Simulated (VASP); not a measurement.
# Nb (Im-3m) in VASP: notebook

Runs on Nb. Level: PBEsol. Tasks: single point.

Everything below comes from runs of VASP 6.6.1. Logs are shortened: lines on timing, memory, paths and dates and some standing lists are left out, and cuts for length are marked.

## (1) The cell of the first run

The structure is cubic, space group Im-3m (No. 229). The conventional cell has a = 2.933 Å, b = 2.933 Å, c = 2.933 Å, α = 90.00°, β = 90.00°, γ = 90.00°. Within 3.4 Å of Nb (site symmetry m-3m) lie 14 Nb at 2.54 to 2.93 Å.

## (2) Single point, PBEsol (volume scaled by 0.72)

The input, INCAR:

```
SYSTEM = Nb
ALGO     = Normal         ! electronic algorithm
EDIFF    = 1E-6           ! SCF threshold, eV
ENCUT    = 520            ! plane-wave cutoff, eV
GGA      = PS             ! functional
ISIF     = 2              ! what is computed and relaxed
ISMEAR   = -1             ! smearing method
LASPH    = .True.         ! aspherical terms in the spheres
LCHARG   = .False.        ! write CHGCAR
LREAL    = .False.        ! projectors in reciprocal space
LWAVE    = .False.        ! write WAVECAR
NBANDS   = 12             ! bands
NELM     = 60             ! most SCF steps
PREC     = Accurate       ! precision mode
SIGMA    = 0.05           ! smearing width, eV
```

The input, KPOINTS:

```
k-points
0
Gamma
  18 18 18
  0 0 0
```

The input, POSCAR:

```
Nb
1.0
   -1.4665944406      1.4665944406      1.4665944406
    1.4665944406     -1.4665944406      1.4665944406
    1.4665944406      1.4665944406     -1.4665944406
Nb
1
Direct
    0.0000000000      0.0000000000      0.0000000000
```

Potentials or basis: VASP PAW PBE potentials, release 64 (Nb_sv).

On the command line:

```bash
$ cat potpaw_PBE.64/Nb_sv/POTCAR > POTCAR
$ mpirun -np 1 vasp_std > vasp.out
```

OUTCAR:

```text
SYSTEM = Nb
   EDIFF = 1E-6
   ENCUT = 520
   GGA = PS
   ISIF = 2
   ISMEAR = -1
   LASPH = .True.
   LREAL = .False.
   NELM = 60
   PREC = Accurate

 ion  position               nearest neighbor table
   1  0.000  0.000  0.000-

  LATTYP: Found a body centered cubic cell.
 ALAT       =     2.9331888812

  Lattice vectors:

 A1 = (  -1.4665944406,   1.4665944406,   1.4665944406)
 A2 = (   1.4665944406,  -1.4665944406,   1.4665944406)
 A3 = (   1.4665944406,   1.4665944406,  -1.4665944406)

Analysis of symmetry for initial positions (statically):
=====================================================================
 Subroutine PRICEL returns:
 Original cell was already a primitive cell.

 Routine SETGRP: Setting up the symmetry group for a
 body centered cubic supercell.

 Subroutine GETGRP returns: Found 48 space group operations
 (whereof 48 operations were pure point group operations)
 out of a pool of 48 trial point group operations.

The static configuration has the point symmetry O_h .

Analysis of symmetry for dynamics (positions and initial velocities):
=====================================================================
 Subroutine PRICEL returns:
 Original cell was already a primitive cell.

 Routine SETGRP: Setting up the symmetry group for a
 body centered cubic supercell.

 Subroutine GETGRP returns: Found 48 space group operations
 (whereof 48 operations were pure point group operations)
 out of a pool of 48 trial point group operations.

The dynamic configuration has the point symmetry O_h .

 Subroutine INISYM returns: Found 48 space group operations
 (whereof 48 operations are pure point group operations),
 and found     1 'primitive' translations

----------------------------------------------------------------------------------------

                                     Primitive cell

  volume of cell :      12.6180

  direct lattice vectors                    reciprocal lattice vectors
    -1.466594441  1.466594441  1.466594441     0.000000000  0.340925880  0.340925880
     1.466594441 -1.466594441  1.466594441     0.340925880  0.000000000  0.340925880
     1.466594441  1.466594441 -1.466594441     0.340925880  0.340925880  0.000000000

  length of vectors
     2.540216085  2.540216085  2.540216085     0.482142003  0.482142003  0.482142003

  position of ions in fractional coordinates (direct lattice)
     0.000000000  0.000000000  0.000000000

  ion indices of the primitive-cell ions
   primitive index   ion index
[... 69 lines left out ...]
   LSORBIT =      F    spin-orbit coupling
   LASPH  =      T    aspherical Exc in radial PAW
   ENCUT  =  520.0 eV  38.22 Ry    6.18 a.u.   4.72  4.72  4.72*2*pi/ulx,y,z
   NELM   =     60;   NELMIN=  2; NELMDL= -5     # of ELM steps
   EDIFF  = 0.1E-05   stopping-criterion for ELM
   LREAL  =      F    real-space projection
   EDIFFG = 0.1E-04   stopping-criterion for IOM
   NSW    =      0    number of steps for IOM
   IBRION =     -1    ionic relax: 0-MD 1-quasi-New 2-CG
   NFREE  =      0    steps in history (QN), initial steepest desc. (CG)
   ISIF   =      2    stress and relaxation
   ISYM   =      2    0-nonsym 1-usesym 2-fastsym
   POTIM  = 0.5000    time-step for ionic-motion
   TEBEG  =    0.0;   TEEND  =   0.0 temperature during run
   PSTRESS=    0.0 pullay stress
   NELECT =      13.0000    total number of electrons
   NUPDOWN=      -1.0000    fix difference up-down
   EMIN   =  10.00;   EMAX   =-10.00  energy-range for DOS
[... 5 lines left out ...]
     AMIX     =   0.40;   BMIX     =  1.00
     AMIX_MAG =   1.60;   BMIX_MAG =  1.00
  volume/ion in A,a.u.               =      12.62        85.15
  Fermi-wavevector in a.u.,A,eV,Ry     =   1.653456  3.124578 37.197185  2.733916
  Thomas-Fermi vector in A             =   2.741891
   LORBIT       =      0    0 simple, 1 ext, 2 COOP (PROOUT), +10 PAW based schemes
   GGA     = PS    functional components
   LHFCALC =     F    Hartree Fock is set to
   AEXX    =    0.0000 exact exchange contribution
   IVDW    =     0    specifies the selected vdW correction
   LEPSILON=     F    determine dielectric tensor
   LRPA    =     F    only Hartree local field effects (RPA)
 non-spin polarized calculation
  energy-cutoff  :      520.00
  volume of cell :       12.62
 maximum number of plane-waves:       370
   NGX =  9   NGY =  9   NGZ =  9

 number of electron      12.9999999 magnetization

 Free energy of the ion-electron system (eV)
  ---------------------------------------------------
  ext. energy  EPLUGINS =         0.00000000
  ---------------------------------------------------
  free energy    TOTEN  =        -9.68763889 eV

  energy without entropy =       -9.68022882  energy(sigma->0) =       -9.68393385

 E-fermi :  17.0093     XC(G=0): -14.5904

 val. band max:       17.0056586822   @ k =   0.2778   0.2778   0.0000
 cond. band min:      17.0136103063   @ k =  -0.2778   0.3889   0.1667
 fundamental gap:      0.0079516240
 Fermi energy:        17.0092775272

 k-point     1 :       0.0000    0.0000    0.0000
  band No.  band energies     occupation
      1     -37.5716      2.00000
      2     -11.4641      2.00000
      3     -11.4641      2.00000
      4     -11.4641      2.00000
      5      10.7538      2.00000
      6      16.8592      1.90523
      7      16.8592      1.90523
      8      16.8592      1.90523
      9      21.1131      0.00000
     10      21.1131      0.00000
     11      31.7704      0.00000
     12      31.7704      0.00000
[... 331 lines left out ...]
 k-point    24 :       0.3889    0.1111   -0.0000
  band No.  band energies     occupation
      1     -36.6299      2.00000
      2     -15.0361      2.00000
      3     -12.7475      2.00000
      4     -11.7112      2.00000
      5      11.9525      2.00000
      6      13.9958      2.00000
      7      19.4474      0.00000
      8      21.2558      0.00000
      9      23.2396      0.00000
     10      27.1211      0.00000
     11      30.9026      0.00000
     12      34.9220      0.00000

 [... further k-points ...]
[... 5 lines left out ...]
  --------------------------------------------------------------------------------------
  -------------------------------------------------------------------------------------
  Total        8.5697756      8.5697756      8.5697756     -0.0000000     -0.0000000      0.0000000
  in kB     1088.1529331   1088.1529331   1088.1529331     -0.0000000     -0.0000000      0.0000000
  external PRESSURE =    1088.1529331 kB  Pullay stress =       0.0000000 kB

 VOLUME and BASIS-vectors are now :
 -----------------------------------------------------------------------------
  energy-cutoff  :      520.00
  volume of cell :       12.62
      direct lattice vectors                 reciprocal lattice vectors
    -1.466594441  1.466594441  1.466594441     0.000000000  0.340925880  0.340925880
     1.466594441 -1.466594441  1.466594441     0.340925880  0.000000000  0.340925880
     1.466594441  1.466594441 -1.466594441     0.340925880  0.340925880  0.000000000

 POSITION                                       TOTAL-FORCE (eV/Angst)
 -----------------------------------------------------------------------------------
      0.00000      0.00000      0.00000        -0.000000      0.000000     -0.000000
 -----------------------------------------------------------------------------------
    total drift:                                0.000000      0.000000      0.000000

  FREE ENERGIE OF THE ION-ELECTRON SYSTEM (eV)
  ---------------------------------------------------
  free  energy   TOTEN  =        -9.6876388914 eV

  energy  without entropy=       -9.6802288163  energy(sigma->0) =       -9.68393385
```

stdout:

```text
POSCAR found type information on POSCAR Nb
 POSCAR found :  1 types and       1 ions
 scaLAPACK will be used
 -----------------------------------------------------------------------------
|                                                                             |
|                                                                             |
|     You enforced a specific xc type in the INCAR file but a different       |
|     I HOPE YOU KNOW WHAT YOU ARE DOING!                                     |
|                                                                             |
 -----------------------------------------------------------------------------

 LDA part: xc-table for (Slater+PW92), standard interpolation
 POSCAR, INCAR and KPOINTS ok, starting setup
 FFT: planning ... GRIDC
 FFT: planning ... GRID_SOFT
 FFT: planning ... GRID
 WAVECAR not read
 entering main loop
```

Wall time 49 s (1 thread of Intel Xeon 6975P-C, shared host); peak memory 0.15 GiB.

What came out:

* Free energy: -9.6876 eV
* Pressure: 108.8 GPa

Levels at points of the mesh, in eV from the Fermi level:
```
           k point  band 5  band 6  band 7  band 8  band 9  band 10
(0.00, 0.00, 0.00)   -6.26   -0.15   -0.15   -0.15    4.10     4.10
(0.50, 0.00, 0.00)   -5.71   -3.32    4.54    4.79    5.53     9.64
(0.50, 0.50, 0.50)   -6.59   -6.59    8.24    8.24    8.24    12.60
```

Caveat: the PAW data sets were made with another functional, which shifts forces and pressure a little.

## (3) Single point, PBEsol (volume scaled by 0.72, source ansatz)

The input, INCAR:

```
PREC = Accurate
ENCUT = 520
EDIFF = 1E-6
ISMEAR = -1
SIGMA = 0.05
LREAL = F
LASPH = T
NELM = 60
ALGO = Normal
ISIF = 2
LWAVE = F
LCHARG = F
GGA = PS
NBANDS = 12
```

The input, KPOINTS:

```
Automatic mesh
0
Gamma
  18 18 18
```

POSCAR is that of step 2.

Potentials or basis: VASP PAW PBE potentials, release 64 (Nb_sv).

On the command line:

```bash
$ cat potpaw_PBE.64/Nb_sv/POTCAR > POTCAR
$ mpirun -np 1 vasp_std > vasp.out
```

Run time: 50 s. Hardware: 1 thread of Intel Xeon 6975P-C, shared host; peak memory 0.15 GiB.

It converged, with:

| Property | Result |
| --- | --- |
| Free energy | -9.6876 eV |
| Pressure | 108.8 GPa |

Levels at points of the mesh, in eV from the Fermi level:
```tsv
k point	band 4	band 5	band 6	band 7	band 8	band 9	band 10	band 11
(0.00, 0.00, 0.00)	-28.47	-6.26	-0.15	-0.15	-0.15	4.10	4.10	14.76
(0.50, 0.00, 0.00)	-28.56	-5.71	-3.32	4.54	4.79	5.53	9.64	12.42
(0.50, 0.50, 0.50)	-30.96	-6.59	-6.59	8.24	8.24	8.24	12.60	12.60
```

Caveat: the PAW data sets were made with another functional, which shifts forces and pressure a little.

(Continued in part 2 of 2.)
